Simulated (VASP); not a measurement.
# PbO (Pm-3m) in VASP: further runs

Aim: see how the results for PbO move with the level of theory and the settings. Levels: LDA, PBE. Tasks: single point.

Program: VASP 6.6.1. These are calculated values, not measurements. Logs are shortened: lines on timing, memory, paths and dates and some standing lists are left out, and cuts for length are marked.

## 1. The cell of the first run

Symmetry: Pm-3m, No. 221, cubic system. The conventional cell has a = 3.124 Å, b = 3.124 Å, c = 3.124 Å, α = 90.00°, β = 90.00°, γ = 90.00°. Within 3.6 Å of Pb (site symmetry m-3m) lie 8 O at 2.71 Å and 6 Pb at 3.12 Å. Within 3.6 Å of O (site symmetry m-3m) lie 8 Pb at 2.71 Å and 6 O at 3.12 Å.

## 2. Single point, LDA

Contents of INCAR:

```
SYSTEM = PbO
  ALGO = Normal
  EDIFF = 1E-6
  ENCUT = 520
  ISIF = 2
  ISMEAR = -1
  LASPH = .TRUE.
  LCHARG = .TRUE.
  LELF = .TRUE.
  LREAL = .FALSE.
  LVHAR = .TRUE.
  LWAVE = .FALSE.
  NBANDS = 17
  NELM = 80
  PREC = Accurate
  SIGMA = 0.02
```

Contents of KPOINTS:

```
k-points
0
G
  8 8 8
  0 0 0
```

Contents of POSCAR:

```
PbO
1.0
    3.1241759336      0.0000000000      0.0000000000
    0.0000000000      3.1241759336      0.0000000000
    0.0000000000      0.0000000000      3.1241759336
Pb O
1 1
Direct
    0.0000000000      0.0000000000      0.0000000000
    0.5000000000      0.5000000000      0.5000000000
```

Potentials or basis: VASP PAW LDA potentials, release 64 (Pb_d, O).

Command:

```sh
$ cat potpaw_LDA.64/Pb_d/POTCAR potpaw_LDA.64/O/POTCAR > POTCAR
$ mpirun -np 1 vasp_std > vasp.out
```

OUTCAR:

```text
SYSTEM = PbO
   EDIFF = 1E-6
   ENCUT = 520
   ISIF = 2
   ISMEAR = -1
   LASPH = .TRUE.
   LREAL = .FALSE.
   NELM = 80
   PREC = Accurate

 ion  position               nearest neighbor table
   1  0.000  0.000  0.000-   2 2.71   2 2.71   2 2.71   2 2.71   2 2.71   2 2.71   2 2.71   2 2.71

   2  0.500  0.500  0.500-   1 2.71   1 2.71   1 2.71   1 2.71   1 2.71   1 2.71   1 2.71   1 2.71

  LATTYP: Found a simple cubic cell.
 ALAT       =     3.1241759336

  Lattice vectors:

 A1 = (   3.1241759336,   0.0000000000,   0.0000000000)
 A2 = (   0.0000000000,   3.1241759336,   0.0000000000)
 A3 = (   0.0000000000,   0.0000000000,   3.1241759336)

Analysis of symmetry for initial positions (statically):
=====================================================================
 Subroutine PRICEL returns:
 Original cell was already a primitive cell.

 Routine SETGRP: Setting up the symmetry group for a
 simple cubic supercell.

 Subroutine GETGRP returns: Found 48 space group operations
 (whereof 48 operations were pure point group operations)
 out of a pool of 48 trial point group operations.

The static configuration has the point symmetry O_h .

Analysis of symmetry for dynamics (positions and initial velocities):
=====================================================================
 Subroutine PRICEL returns:
 Original cell was already a primitive cell.

 Routine SETGRP: Setting up the symmetry group for a
 simple cubic supercell.

 Subroutine GETGRP returns: Found 48 space group operations
 (whereof 48 operations were pure point group operations)
 out of a pool of 48 trial point group operations.

The dynamic configuration has the point symmetry O_h .

 Subroutine INISYM returns: Found 48 space group operations
 (whereof 48 operations are pure point group operations),
 and found     1 'primitive' translations

----------------------------------------------------------------------------------------

                                     Primitive cell

  volume of cell :      30.4934

  direct lattice vectors                    reciprocal lattice vectors
     3.124175934  0.000000000  0.000000000     0.320084407  0.000000000  0.000000000
     0.000000000  3.124175934  0.000000000     0.000000000  0.320084407  0.000000000
     0.000000000  0.000000000  3.124175934     0.000000000  0.000000000  0.320084407

  length of vectors
     3.124175934  3.124175934  3.124175934     0.320084407  0.320084407  0.320084407

  position of ions in fractional coordinates (direct lattice)
     0.000000000  0.000000000  0.000000000
     0.500000000  0.500000000  0.500000000

  ion indices of the primitive-cell ions
   primitive index   ion index
                 1           1
                 2           2

----------------------------------------------------------------------------------------

 KPOINTS: k-points

Automatic generation of k-mesh.
 Grid dimensions read from file:
 generate k-points for:    8    8    8

 Generating k-lattice:

  Cartesian coordinates                     Fractional coordinates (reciprocal lattice)
     0.040010551  0.000000000  0.000000000     0.125000000  0.000000000  0.000000000
     0.000000000  0.040010551  0.000000000     0.000000000  0.125000000  0.000000000
     0.000000000  0.000000000  0.040010551     0.000000000  0.000000000  0.125000000

  Length of vectors
     0.040010551  0.040010551  0.040010551

  Shift w.r.t. Gamma in fractional coordinates (k-lattice)
     0.000000000  0.000000000  0.000000000

 Subroutine IBZKPT returns following result:
 ===========================================

 Found     35 irreducible k-points:

 Following reciprocal coordinates:
            Coordinates               Weight
  0.000000  0.000000  0.000000      1.000000
  0.125000  0.000000  0.000000      6.000000
  0.250000  0.000000  0.000000      6.000000
  0.375000  0.000000  0.000000      6.000000
  0.500000  0.000000  0.000000      3.000000
  0.125000  0.125000  0.000000     12.000000
[... 16 lines left out ...]
  0.375000  0.375000  0.125000     24.000000
  0.500000  0.375000  0.125000     24.000000
 [... further k-points ...]
   k-points           NKPTS =     35   k-points in BZ     NKDIM =     35   number of bands    NBANDS=     17
   number of dos      NEDOS =    301   number of ions     NIONS =      2
   total plane-waves  NPLWV =  13824
   dimension x,y,z NGX =    24 NGY =   24 NGZ =   24
   dimension x,y,z NGXF=    48 NGYF=   48 NGZF=   48
   ions per type =               1   1
   NGX,Y,Z   is equivalent  to a cutoff of  12.77, 12.77, 12.77 a.u.
   NGXF,Y,Z  is equivalent  to a cutoff of  25.54, 25.54, 25.54 a.u.
 SYSTEM =  PbO
   PREC   = accura    normal or accurate (medium, high low for compatibility)
   ISTART =      0    job   : 0-new  1-cont  2-samecut
   ICHARG =      2    charge: 1-file 2-atom 10-const
   ISPIN  =      1    spin polarized calculation?
   LNONCOLLINEAR =      F non collinear calculations
   LSORBIT =      F    spin-orbit coupling
   LASPH  =      T    aspherical Exc in radial PAW
   ENCUT  =  520.0 eV  38.22 Ry    6.18 a.u.   5.81  5.81  5.81*2*pi/ulx,y,z
   NELM   =     80;   NELMIN=  2; NELMDL= -5     # of ELM steps
   EDIFF  = 0.1E-05   stopping-criterion for ELM
   LREAL  =      F    real-space projection
[... 7 lines left out ...]
   TEBEG  =    0.0;   TEEND  =   0.0 temperature during run
   PSTRESS=    0.0 pullay stress
   NELECT =      20.0000    total number of electrons
   NUPDOWN=      -1.0000    fix difference up-down
   EMIN   =  10.00;   EMAX   =-10.00  energy-range for DOS
   EFERMI =   0.00;   METHOD = LEGACY
   ISMEAR =    -1;   SIGMA  =   0.02  broadening in eV -4-tet -1-fermi 0-gaus
   EFERMI_NEDOS =   21; number of points for ismear=-14 and -15
   IALGO  =     38    algorithm
   IMIX   =      4    mixing-type and parameters
     AMIX     =   0.40;   BMIX     =  1.00
     AMIX_MAG =   1.60;   BMIX_MAG =  1.00
  volume/ion in A,a.u.               =      15.25       102.89
  Fermi-wavevector in a.u.,A,eV,Ry     =   1.422381  2.687911 27.526877  2.023168
  Thomas-Fermi vector in A             =   2.543091
   LORBIT       =      0    0 simple, 1 ext, 2 COOP (PROOUT), +10 PAW based schemes
   GGA     = CA    functional components
   LHFCALC =     F    Hartree Fock is set to
   AEXX    =    0.0000 exact exchange contribution
   IVDW    =     0    specifies the selected vdW correction
   LEPSILON=     F    determine dielectric tensor
   LRPA    =     F    only Hartree local field effects (RPA)
 non-spin polarized calculation
  energy-cutoff  :      520.00
  volume of cell :       30.49
 maximum number of plane-waves:       840
 NGX is ok and might be reduce to    24
   NGX = 11   NGY = 11   NGZ = 11

 number of electron      19.9999996 magnetization

 Free energy of the ion-electron system (eV)
  ---------------------------------------------------
  ext. energy  EPLUGINS =         0.00000000
  ---------------------------------------------------
  free energy    TOTEN  =       -11.28486470 eV

  energy without entropy =      -11.28486450  energy(sigma->0) =      -11.28486460

 E-fermi :   7.8953     XC(G=0): -12.0201

 val. band max:        7.6630453068   @ k =   0.5000   0.1250   0.0000
 cond. band min:       8.0999314269   @ k =   0.5000   0.0000   0.0000
 fundamental gap:      0.4368861201
 Fermi energy:         7.8953204137

 k-point     1 :       0.0000    0.0000    0.0000
  band No.  band energies     occupation
      1      -9.7669      2.00000
      2      -9.2085      2.00000
      3      -9.2085      2.00000
      4      -8.3871      2.00000
      5      -8.3871      2.00000
      6      -8.3871      2.00000
[... 9 lines left out ...]
     16      26.1796      0.00000
     17      26.5565      0.00000

 k-point     2 :       0.1250    0.0000    0.0000
  band No.  band energies     occupation
      1      -9.6492      2.00000
      2      -9.2019      2.00000
      3      -9.1269      2.00000
      4      -8.4223      2.00000
      5      -8.4223      2.00000
      6      -8.3842      2.00000
[... 9 lines left out ...]
     16      25.3048      0.00000
     17      26.2569      0.00000

 k-point     3 :       0.2500    0.0000    0.0000
  band No.  band energies     occupation
      1      -9.3484      2.00000
      2      -9.1859      2.00000
      3      -8.9257      2.00000
      4      -8.5059      2.00000
      5      -8.5059      2.00000
      6      -8.3772      2.00000
[... 9 lines left out ...]
     16      23.4198      0.00000
     17      26.0866      0.00000

 k-point     4 :       0.3750    0.0000    0.0000
  band No.  band energies     occupation
      1      -9.1698      2.00000
      2      -9.0028      2.00000
      3      -8.7378      2.00000
      4      -8.5878      2.00000
      5      -8.5878      2.00000
      6      -8.3701      2.00000
[... 9 lines left out ...]
     16      23.3964      0.00000
     17      26.5405      0.00000

 k-point     5 :       0.5000    0.0000    0.0000
  band No.  band energies     occupation
      1      -9.1631      2.00000
      2      -8.8152      2.00000
      3      -8.6943      2.00000
      4      -8.6212      2.00000
      5      -8.6212      2.00000
      6      -8.3672      2.00000
[... 9 lines left out ...]
     16      24.9305      0.00000
     17      25.1921      0.00000

 k-point     6 :       0.1250    0.1250    0.0000
  band No.  band energies     occupation
      1      -9.5571      2.00000
      2      -9.1585      2.00000
      3      -9.0812      2.00000
      4      -8.4343      2.00000
      5      -8.4229      2.00000
      6      -8.4145      2.00000
[... 9 lines left out ...]
     16      24.4281      0.00000
     17      25.9335      0.00000

 k-point     7 :       0.2500    0.1250    0.0000
  band No.  band energies     occupation
      1      -9.3528      2.00000
      2      -9.1295      2.00000
      3      -8.8948      2.00000
      4      -8.5013      2.00000
      5      -8.4241      2.00000
      6      -8.4098      2.00000
[... 9 lines left out ...]
     16      23.4124      0.00000
     17      25.3280      0.00000

 k-point     8 :       0.3750    0.1250    0.0000
  band No.  band energies     occupation
      1      -9.1935      2.00000
      2      -9.1122      2.00000
      3      -8.7157      2.00000
      4      -8.5815      2.00000
      5      -8.4015      2.00000
      6      -8.3165      2.00000
[... 9 lines left out ...]
     16      24.1193      0.00000
     17      25.2071      0.00000
[... 203 lines left out ...]
      1      -9.2462      2.00000
      2      -9.0365      2.00000
      3      -8.6636      2.00000
      4      -8.6058      2.00000
      5      -8.4309      2.00000
      6      -8.0458      2.00000
[... 9 lines left out ...]
     16      23.3763      0.00000
     17      26.2816      0.00000

 k-point    20 :       0.2500    0.2500    0.1250
  band No.  band energies     occupation
      1      -9.3782      2.00000
      2      -8.9586      2.00000
      3      -8.7443      2.00000
      4      -8.5627      2.00000
      5      -8.5223      2.00000
      6      -8.0828      2.00000
[... 9 lines left out ...]
     16      23.7549      0.00000
     17      25.5242      0.00000

 k-point    21 :       0.3750    0.2500    0.1250
  band No.  band energies     occupation
      1      -9.4259      2.00000
      2      -8.9215      2.00000
      3      -8.6331      2.00000
      4      -8.5617      2.00000
      5      -8.5121      2.00000
      6      -7.8360      2.00000
[... 9 lines left out ...]
     16      23.9601      0.00000
     17      25.2233      0.00000

 k-point    22 :       0.5000    0.2500    0.1250
  band No.  band energies     occupation
      1      -9.4491      2.00000
      2      -8.9103      2.00000
      3      -8.6674      2.00000
      4      -8.5207      2.00000
      5      -8.4622      2.00000
      6      -7.7240      2.00000
[... 9 lines left out ...]
     16      24.3270      0.00000
     17      24.9066      0.00000

 k-point    23 :       0.3750    0.3750    0.1250
  band No.  band energies     occupation
      1      -9.5638      2.00000
      2      -8.8546      2.00000
      3      -8.6158      2.00000
      4      -8.5968      2.00000
      5      -8.3666      2.00000
      6      -7.5676      2.00000
[... 9 lines left out ...]
     16      23.0377      0.00000
     17      25.3291      0.00000

 k-point    24 :       0.5000    0.3750    0.1250
  band No.  band energies     occupation
      1      -9.6161      2.00000
      2      -8.8355      2.00000
      3      -8.6396      2.00000
      4      -8.5933      2.00000
      5      -8.2823      2.00000
      6      -7.4586      2.00000
[... 9 lines left out ...]
     16      23.0808      0.00000
     17      25.7263      0.00000

 [... further k-points ...]

------------------------ aborting loop because EDIFF is reached ----------------------------------------

  FORCE on cell =-STRESS in cart. coord.  units (eV):
  Direction    XX          YY          ZZ          XY          YZ          ZX
  --------------------------------------------------------------------------------------
  -------------------------------------------------------------------------------------
  Total        0.0480216      0.0480216      0.0480216      0.0000000      0.0000000     -0.0000000
  in kB        2.5231372      2.5231372      2.5231372      0.0000000      0.0000000     -0.0000000
  external PRESSURE =       2.5231372 kB  Pullay stress =       0.0000000 kB

 VOLUME and BASIS-vectors are now :
 -----------------------------------------------------------------------------
  energy-cutoff  :      520.00
  volume of cell :       30.49
      direct lattice vectors                 reciprocal lattice vectors
     3.124175934  0.000000000  0.000000000     0.320084407  0.000000000  0.000000000
     0.000000000  3.124175934  0.000000000     0.000000000  0.320084407  0.000000000
     0.000000000  0.000000000  3.124175934     0.000000000  0.000000000  0.320084407

 POSITION                                       TOTAL-FORCE (eV/Angst)
 -----------------------------------------------------------------------------------
      0.00000      0.00000      0.00000         0.000000      0.000000      0.000000
      1.56209      1.56209      1.56209         0.000000      0.000000      0.000000
 -----------------------------------------------------------------------------------
    total drift:                                0.000000      0.000000     -0.000000

  FREE ENERGIE OF THE ION-ELECTRON SYSTEM (eV)
  ---------------------------------------------------
  free  energy   TOTEN  =       -11.2848647011 eV

  energy  without entropy=      -11.2848644988  energy(sigma->0) =      -11.28486460
```

It took 10 s on 1 thread of Intel Xeon 6975P-C, shared host; peak memory 0.13 GiB.

Results:

| Item | Value |
| --- | --- |
| Free energy | -11.2849 eV |
| Pressure | 0.3 GPa |
| Band gap on the k mesh | 0.44 eV, indirect (least direct gap 0.80 eV) |

Caveat: spin-orbit coupling is left out, which moves the levels of the heavy elements. As with any semilocal functional, this LDA gap is likely too small.

## 3. Single point, PBE

This run uses another cell than the first one, of 16.07 Å³/atom, 1.054 times its volume.

Contents of INCAR:

```
  ALGO = Normal
  EDIFF = 1E-6
  ENCUT = 520
  GGA = PE
  ISIF = 2
  ISMEAR = -1
  LASPH = True
  LCHARG = False
  LREAL = False
  LWAVE = False
  NBANDS = 17
  NELM = 80
  PREC = Accurate
  SIGMA = 0.02
```

Contents of KPOINTS:

```
k-points
0
Gamma
  8 8 8
```

Contents of POSCAR:

```
PbO
1.0
    3.1793716483      0.0000000000      0.0000000000
    0.0000000000      3.1793716483      0.0000000000
    0.0000000000      0.0000000000      3.1793716483
Pb O
1 1
Direct
    0.0000000000      0.0000000000      0.0000000000
    0.5000000000      0.5000000000      0.5000000000
```

Potentials or basis: VASP PAW PBE potentials, release 64 (Pb_d, O).

Command:

```sh
$ cat potpaw_PBE.64/Pb_d/POTCAR potpaw_PBE.64/O/POTCAR > POTCAR
$ mpirun -np 1 vasp_std > vasp.out
```

Run time: 11 s. Hardware: 1 thread of Intel Xeon 6975P-C, shared host; peak memory 0.15 GiB.

Results (log left out):

* Free energy: -9.7424 eV
* Pressure: 3.2 GPa
* Band gap on the k mesh: 0.40 eV, indirect (least direct gap 0.77 eV)

Levels at points of the mesh, in eV from the valence-band top:
```
           k point  band 6  band 7  band 8  band 9  band 10  band 11  band 12  band 13  band 14  band 15
(0.00, 0.00, 0.00)  -16.11   -8.30   -1.74   -1.74    -1.74     8.73     8.73     8.73     9.83     9.83
(0.50, 0.00, 0.00)  -16.09   -9.06   -0.93   -0.93    -0.36     0.40     7.93     7.93    11.08    13.40
(0.50, 0.50, 0.00)  -15.16   -5.86   -4.54   -4.54    -0.93     4.05     4.05     9.91    10.89    16.25
(0.50, 0.50, 0.50)  -15.87   -3.26   -2.19   -2.19    -2.19     0.80     0.80     0.80    13.41    13.41
```

Caveat: spin-orbit coupling is left out, which moves the levels of the heavy elements.

## 4. Single point, LDA

This run uses another cell than the first one, of 16.07 Å³/atom, 1.054 times its volume.

Contents of INCAR:

```
ALGO     = Normal         # electronic algorithm
EDIFF    = 1E-7           # SCF threshold, eV
ENCUT    = 520            # plane-wave cutoff, eV
ISIF     = 2              # what is computed and relaxed
ISMEAR   = -1             # smearing method
LASPH    = True           # aspherical terms in the spheres
LCHARG   = False          # write CHGCAR
LREAL    = False          # projectors in reciprocal space
LWAVE    = False          # write WAVECAR
NBANDS   = 17             # bands
NELM     = 100            # most SCF steps
PREC     = Accurate       # precision mode
SIGMA    = 0.02           # smearing width, eV
```

KPOINTS is that of step 3.

POSCAR is that of step 3.

Potentials or basis: VASP PAW LDA potentials, release 64 (Pb_d, O).

Command:

```sh
$ cat potpaw_LDA.64/Pb_d/POTCAR potpaw_LDA.64/O/POTCAR > POTCAR
$ mpirun -np 1 vasp_std > vasp.out
```

Run time: 9.8 s. Hardware: 1 thread of Intel Xeon 6975P-C, shared host; peak memory 0.14 GiB.

Results (log left out):

```yaml
Free_energy: -11.2593 eV
Pressure: -5.3 GPa
Band_gap_on_the_k_mesh: 0.41 eV, indirect (least direct gap 0.82 eV)
```

Levels at points of the mesh, in eV from the valence-band top:
```csv
k point,band 7,band 8,band 9,band 10,band 11,band 12,band 13,band 14
"(0.00, 0.00, 0.00)",-8.23,-1.76,-1.76,-1.76,8.62,8.62,8.62,9.73
"(0.50, 0.00, 0.00)",-9.11,-0.93,-0.93,-0.41,0.41,7.81,7.81,10.94
"(0.50, 0.50, 0.00)",-5.90,-4.60,-4.60,-0.93,3.99,3.99,9.86,10.77
"(0.50, 0.50, 0.50)",-3.27,-2.20,-2.20,-2.20,0.69,0.69,0.69,13.30
```

Caveat: spin-orbit coupling is left out, which moves the levels of the heavy elements.

## 5. Summary

```tsv
level	potentials or basis	cell	gap on the mesh (eV)	pressure (GPa)
LDA	VASP PAW LDA potentials, release 64 (Pb_d, O)	a = 3.124 Å, 2 atoms	0.44	0.3
PBE	VASP PAW PBE potentials, release 64 (Pb_d, O)	a = 3.179 Å, 2 atoms	0.40	3.2
LDA	VASP PAW LDA potentials, release 64 (Pb_d, O)	a = 3.179 Å, 2 atoms	0.41	-5.3
```

Alike in all rows: task single point; no spin polarisation; k mesh 8 × 8 × 8; cutoff (eV) 520; smearing fermi-dirac 0.02 eV.

Caveats: spin-orbit coupling is left out, which moves the levels of the heavy elements.

Total energies depend on the potentials used, so only differences within one code and one set of settings carry meaning.
